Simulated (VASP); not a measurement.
# Bi2Se3 (Paraguanajuatite) in VASP: single point with LDA

Aim: the single point of Bi2Se3 (Paraguanajuatite) with LDA.

Program: VASP 6.6.1. These are calculated values, not measurements. Logs are shortened: lines on timing, memory, paths and dates and some standing lists are left out, and cuts for length are marked.

## 1. The cell of the first run

The cell holds a slab with vacuum, 10 atoms: a = 4.103 Å, b = 4.103 Å, c = 31.234 Å, α = 90.00°, β = 90.00°, γ = 120.00°.

## 2. Single point, LDA

Input file INCAR:

```
PREC = Accurate
ENCUT = 520
EDIFF = 1E-6
ISMEAR = 0
SIGMA = 0.1
LREAL = False
LASPH = True
NELM = 60
ALGO = Normal
ISIF = 2
LWAVE = False
LCHARG = False
LDIPOL = True
IDIPOL = 3
DIPOL = 0.5 0.5 0.500
GGA = CA
NBANDS = 59
```

Input file KPOINTS:

```
Automatic mesh
0
Gamma
  9 9 1
```

Input file POSCAR:

```
Bi2Se3
1.0
    4.1032693654      0.0000000000      0.0000000000
   -2.0516346827      3.5535355090      0.0000000000
    0.0000000000      0.0000000000     31.2341282191
Se Bi
6 4
Direct
    0.0000000000      0.0000000000      0.2407752425
    0.6666666667      0.3333333333      0.3509618474
    0.3333333333      0.6666666667      0.4618135719
    0.6666666667      0.3333333333      0.5381865733
    0.3333333333      0.6666666667      0.6490372474
    0.0000000000      0.0000000000      0.7592246229
    0.3333333333      0.6666666667      0.2900873431
    0.0000000000      0.0000000000      0.4116969998
    0.0000000000      0.0000000000      0.5883035574
    0.6666666667      0.3333333333      0.7099129944
```

Potentials or basis: VASP PAW LDA potentials, release 64 (Se, Bi_d).

On the command line:

```
$ cat potpaw_LDA.64/Se/POTCAR potpaw_LDA.64/Bi_d/POTCAR > POTCAR
$ mpirun -np 1 vasp_std > vasp.out
```

OUTCAR:

```text
PREC = Accurate
   ENCUT = 520
   EDIFF = 1E-6
   ISMEAR = 0
   LREAL = False
   LASPH = True
   NELM = 60
   ISIF = 2
   GGA = CA

 ion  position               nearest neighbor table
   1  0.000  0.000  0.241-   7 2.83   7 2.83   7 2.83
   2  0.667  0.333  0.351-   8 3.03   8 3.03   8 3.03   7 3.04   7 3.04   7 3.04
   3  0.333  0.667  0.462-   8 2.84   8 2.84   8 2.84
   4  0.667  0.333  0.538-   9 2.84   9 2.84   9 2.84
   5  0.333  0.667  0.649-   9 3.03   9 3.03   9 3.03  10 3.04  10 3.04  10 3.04
   6  0.000  0.000  0.759-  10 2.83  10 2.83  10 2.83
   7  0.333  0.667  0.290-   1 2.83   1 2.83   1 2.83   2 3.04   2 3.04   2 3.04
   8  0.000  0.000  0.412-   3 2.84   3 2.84   3 2.84   2 3.03   2 3.03   2 3.03
   9  0.000  0.000  0.588-   4 2.84   4 2.84   4 2.84   5 3.03   5 3.03   5 3.03
  10  0.667  0.333  0.710-   6 2.83   6 2.83   6 2.83   5 3.04   5 3.04   5 3.04

  LATTYP: Found a hexagonal cell.
 ALAT       =     4.1032693654
 C/A-ratio  =     7.6120101894

  Lattice vectors:

 A1 = (   4.1032693654,   0.0000000000,   0.0000000000)
 A2 = (  -2.0516346827,   3.5535355090,   0.0000000000)
 A3 = (   0.0000000000,   0.0000000000,  31.2341282191)

Analysis of symmetry for initial positions (statically):
=====================================================================
 Subroutine PRICEL returns:
 Original cell was already a primitive cell.

 Routine SETGRP: Setting up the symmetry group for a
 hexagonal supercell.

 Subroutine GETGRP returns: Found 12 space group operations
 (whereof 12 operations were pure point group operations)
 out of a pool of 24 trial point group operations.

The static configuration has the point symmetry D_3d.

Analysis of symmetry for dynamics (positions and initial velocities):
=====================================================================
 Subroutine PRICEL returns:
 Original cell was already a primitive cell.

 Routine SETGRP: Setting up the symmetry group for a
 hexagonal supercell.

 Subroutine GETGRP returns: Found 12 space group operations
 (whereof 12 operations were pure point group operations)
 out of a pool of 24 trial point group operations.

The dynamic configuration has the point symmetry D_3d.

 Subroutine INISYM returns: Found 12 space group operations
 (whereof 12 operations are pure point group operations),
 and found     1 'primitive' translations

----------------------------------------------------------------------------------------

                                     Primitive cell

  volume of cell :     455.4284

  direct lattice vectors                    reciprocal lattice vectors
     4.103269365  0.000000000  0.000000000     0.243708105  0.140704940  0.000000000
    -2.051634683  3.553535509  0.000000000     0.000000000  0.281409880  0.000000000
     0.000000000  0.000000000 31.234128219     0.000000000  0.000000000  0.032016261

  length of vectors
     4.103269365  4.103269365 31.234128219     0.281409880  0.281409880  0.032016261

  position of ions in fractional coordinates (direct lattice)
     0.000000000  0.000000000  0.240775242
     0.666666667  0.333333333  0.350961847
     0.333333333  0.666666667  0.461813572
     0.666666667  0.333333333  0.538186573
     0.333333333  0.666666667  0.649037247
     0.000000000  0.000000000  0.759224623
     0.333333333  0.666666667  0.290087343
     0.000000000  0.000000000  0.411697000
     0.000000000  0.000000000  0.588303557
     0.666666667  0.333333333  0.709912994

  ion indices of the primitive-cell ions
   primitive index   ion index
                 1           1
                 2           2
                 3           3
                 4           4
                 5           5
                 6           6
                 7           7
                 8           8
                 9           9
                10          10

----------------------------------------------------------------------------------------

 KPOINTS: Automatic mesh

Automatic generation of k-mesh.
 Grid dimensions read from file:
 generate k-points for:    9    9    1

 Generating k-lattice:

  Cartesian coordinates                     Fractional coordinates (reciprocal lattice)
     0.027078678  0.015633882  0.000000000     0.111111111  0.000000000  0.000000000
     0.000000000  0.031267764  0.000000000     0.000000000  0.111111111  0.000000000
     0.000000000  0.000000000  0.032016261     0.000000000  0.000000000  1.000000000

  Length of vectors
     0.031267764  0.031267764  0.032016261

  Shift w.r.t. Gamma in fractional coordinates (k-lattice)
     0.000000000  0.000000000  0.000000000

 Subroutine IBZKPT returns following result:
 ===========================================

 Found     12 irreducible k-points:

 Following reciprocal coordinates:
            Coordinates               Weight
  0.000000  0.000000  0.000000      1.000000
  0.111111 -0.000000  0.000000      6.000000
  0.222222 -0.000000  0.000000      6.000000
  0.333333  0.000000  0.000000      6.000000
  0.444444 -0.000000  0.000000      6.000000
  0.111111  0.111111  0.000000      6.000000
  0.222222  0.111111  0.000000     12.000000
  0.333333  0.111111  0.000000     12.000000
  0.444444  0.111111  0.000000      6.000000
  0.222222  0.222222  0.000000      6.000000
  0.333333  0.222222  0.000000     12.000000
  0.333333  0.333333  0.000000      2.000000
   k-points           NKPTS =     12   k-points in BZ     NKDIM =     12   number of bands    NBANDS=     59
   number of dos      NEDOS =    301   number of ions     NIONS =     10
   total plane-waves  NPLWV = 245760
   dimension x,y,z NGX =    32 NGY =   32 NGZ =  240
   dimension x,y,z NGXF=    64 NGYF=   64 NGZF=  480
   ions per type =               6   4
   NGX,Y,Z   is equivalent  to a cutoff of  12.96, 12.96, 12.77 a.u.
   NGXF,Y,Z  is equivalent  to a cutoff of  25.93, 25.93, 25.55 a.u.
 SYSTEM =  unknown system
   PREC   = accura    normal or accurate (medium, high low for compatibility)
   ISTART =      0    job   : 0-new  1-cont  2-samecut
   ICHARG =      2    charge: 1-file 2-atom 10-const
   ISPIN  =      1    spin polarized calculation?
   LNONCOLLINEAR =      F non collinear calculations
   LSORBIT =      F    spin-orbit coupling
   LASPH  =      T    aspherical Exc in radial PAW
   ENCUT  =  520.0 eV  38.22 Ry    6.18 a.u.   7.63  7.63 58.07*2*pi/ulx,y,z
   NELM   =     60;   NELMIN=  2; NELMDL= -5     # of ELM steps
   EDIFF  = 0.1E-05   stopping-criterion for ELM
   LREAL  =      F    real-space projection
   EDIFFG = 0.1E-04   stopping-criterion for IOM
   NSW    =      0    number of steps for IOM
   IBRION =     -1    ionic relax: 0-MD 1-quasi-New 2-CG
   NFREE  =      0    steps in history (QN), initial steepest desc. (CG)
   ISIF   =      2    stress and relaxation
   ISYM   =      2    0-nonsym 1-usesym 2-fastsym
   POTIM  = 0.5000    time-step for ionic-motion
   TEBEG  =    0.0;   TEEND  =   0.0 temperature during run
   PSTRESS=    0.0 pullay stress
   NELECT =      96.0000    total number of electrons
   NUPDOWN=      -1.0000    fix difference up-down
   EMIN   =  10.00;   EMAX   =-10.00  energy-range for DOS
   EFERMI =   0.00;   METHOD = LEGACY
   ISMEAR =     0;   SIGMA  =   0.10  broadening in eV -4-tet -1-fermi 0-gaus
   EFERMI_NEDOS =   21; number of points for ismear=-14 and -15
   IALGO  =     38    algorithm
   IMIX   =      4    mixing-type and parameters
     AMIX     =   0.40;   BMIX     =  1.00
     AMIX_MAG =   1.60;   BMIX_MAG =  1.00
  volume/ion in A,a.u.               =      45.54       307.34
  Fermi-wavevector in a.u.,A,eV,Ry     =   0.974298  1.841157 12.915424  0.949257
  Thomas-Fermi vector in A             =   2.104747
   LORBIT       =      0    0 simple, 1 ext, 2 COOP (PROOUT), +10 PAW based schemes
   GGA     = CA    functional components
   LHFCALC =     F    Hartree Fock is set to
   AEXX    =    0.0000 exact exchange contribution
   IVDW    =     0    specifies the selected vdW correction
   LEPSILON=     F    determine dielectric tensor
   LRPA    =     F    only Hartree local field effects (RPA)
 non-spin polarized calculation
 Gauss-broadening in eV      SIGMA  =   0.10
  energy-cutoff  :      520.00
  volume of cell :      455.43
 maximum number of plane-waves:     12327
 NGX is ok and might be reduce to    32
   NGX = 15   NGY = 15   NGZ =117

 number of electron      96.0000005 magnetization

 dipolmoment           0.000000      0.000000     -0.000057 electrons x Angstroem

 Free energy of the ion-electron system (eV)
  ---------------------------------------------------
  ext. energy  EPLUGINS =         0.00000000
  ---------------------------------------------------
  free energy    TOTEN  =       -46.61029195 eV

  energy without entropy =      -46.61027030  energy(sigma->0) =      -46.61028113

 E-fermi :   0.8694     XC(G=0):  -6.3557

 val. band max:        0.6649694066   @ k =   0.0000   0.0000   0.0000
 cond. band min:       1.0735337400   @ k =   0.0000   0.0000   0.0000
 fundamental gap:      0.4085643334
 Fermi energy:         0.8693851730

 k-point     1 :       0.0000    0.0000    0.0000
  band No.  band energies     occupation
      1     -22.1358      2.00000
      2     -22.1358      2.00000
      3     -22.1352      2.00000
      4     -22.1352      2.00000
      5     -22.1237      2.00000
      6     -22.1237      2.00000
[... 51 lines left out ...]
     58       3.4018      0.00000
     59       3.6175      0.00000

 k-point     2 :       0.1111   -0.0000    0.0000
  band No.  band energies     occupation
      1     -22.1380      2.00000
      2     -22.1374      2.00000
      3     -22.1328      2.00000
      4     -22.1322      2.00000
      5     -22.1258      2.00000
      6     -22.1245      2.00000
[... 616 lines left out ...]
      3     -22.1360      2.00000
      4     -22.1353      2.00000
      5     -22.1322      2.00000
      6     -22.1310      2.00000
[... 51 lines left out ...]
     58       5.3943      0.00000
     59       5.3951      0.00000

------------------------ aborting loop because EDIFF is reached ----------------------------------------

 vacuum level on the upper side and lower side of the slab       (xc-potential included)        -0.101        -0.100

  FORCE on cell =-STRESS in cart. coord.  units (eV):
  Direction    XX          YY          ZZ          XY          YZ          ZX
  --------------------------------------------------------------------------------------
  -------------------------------------------------------------------------------------
  Total       -0.1689000     -0.1689000      0.2833395      0.0000000     -0.0000000      0.0000000
  in kB       -0.5941827     -0.5941827      0.9967762      0.0000000     -0.0000000      0.0000000
  external PRESSURE =      -0.0638631 kB  Pullay stress =       0.0000000 kB

 VOLUME and BASIS-vectors are now :
 -----------------------------------------------------------------------------
  energy-cutoff  :      520.00
  volume of cell :      455.43
      direct lattice vectors                 reciprocal lattice vectors
     4.103269365  0.000000000  0.000000000     0.243708105  0.140704940  0.000000000
    -2.051634683  3.553535509  0.000000000     0.000000000  0.281409880  0.000000000
     0.000000000  0.000000000 31.234128219     0.000000000  0.000000000  0.032016261

 POSITION                                       TOTAL-FORCE (eV/Angst)
 -----------------------------------------------------------------------------------
      0.00000      0.00000      7.52040         0.000000      0.000000     -0.031034
      2.05163      1.18451     10.96199        -0.000000      0.000000      0.002021
     -0.00000      2.36902     14.42434         0.000000      0.000000      0.034211
      2.05163      1.18451     16.80979        -0.000000     -0.000000     -0.034211
     -0.00000      2.36902     20.27211         0.000000      0.000000     -0.002021
      0.00000      0.00000     23.71372         0.000000      0.000000      0.031034
     -0.00000      2.36902      9.06063        -0.000000     -0.000000      0.012562
      0.00000      0.00000     12.85900         0.000000      0.000000     -0.021005
      0.00000      0.00000     18.37515         0.000000     -0.000000      0.021005
      2.05163      1.18451     22.17351         0.000000      0.000000     -0.012562
 -----------------------------------------------------------------------------------
    total drift:                               -0.000000     -0.000000     -0.025178

  FREE ENERGIE OF THE ION-ELECTRON SYSTEM (eV)
  ---------------------------------------------------
  free  energy   TOTEN  =       -46.6102919523 eV

  energy  without entropy=      -46.6102702986  energy(sigma->0) =      -46.61028113

 vacuum level on the upper side and lower side of the slab         6.444         6.445
```

Wall time 5.2 min (1 thread of Intel Xeon 6975P-C (Granite Rapids), shared host); peak memory 0.54 GiB.

Results:

| Quantity | Value |
| --- | --- |
| Free energy | -46.6103 eV |
| Largest force | 0.034 eV/Å |
| Band gap on the k mesh | 0.41 eV, direct |

Forces on the atoms (eV/Å):
```
Se   0.000  0.000 -0.031
Se   0.000  0.000  0.002
Se   0.000  0.000  0.034
Se   0.000  0.000 -0.034
Se   0.000  0.000 -0.002
Se   0.000  0.000  0.031
Bi   0.000  0.000  0.013
Bi   0.000  0.000 -0.021
Bi   0.000  0.000  0.021
Bi   0.000  0.000 -0.013
```

Caveat: spin-orbit coupling is left out, which moves the levels of the heavy elements.
